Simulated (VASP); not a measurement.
Runs of VASP 6.6.1 on TiC. The structure is that of space group I4/mmm (No. 139), or close to it. The cells are those of the table. 

| cell | gap on the mesh (eV) | pressure (GPa) |
| --- | --- | --- |
| a = 3.217, b = 3.217, c = 3.060 Å, angles 61.6, 61.6, 56.8°, 2 atoms | none | -15.6 |
| a = 2.911, b = 2.911, c = 3.060 Å, angles 58.3, 58.3, 63.4°, 2 atoms | none | (a) |
| a = 3.197, b = 3.197, c = 3.060 Å, angles 61.4, 61.4, 57.2°, 2 atoms | none | -14.3 |
| a = 2.948, b = 2.948, c = 3.060 Å, angles 58.7, 58.7, 62.5°, 2 atoms | none | 27.6 |
| a = 2.985, b = 2.985, c = 3.060 Å, angles 59.2, 59.2, 61.7°, 2 atoms | none | (b) |

Alike in all rows: task single point; level PBE; potentials or basis VASP PAW PBE potentials, release 64 (Ti_sv, C); no spin polarisation; k mesh 18 × 18 × 18; cutoff (eV) 520; smearing gaussian 0.15 eV.

Fill in the values left out.

(a) 40.5; (b) 16.9.

A gap of «none» marks levels without a gap at the run's occupations.
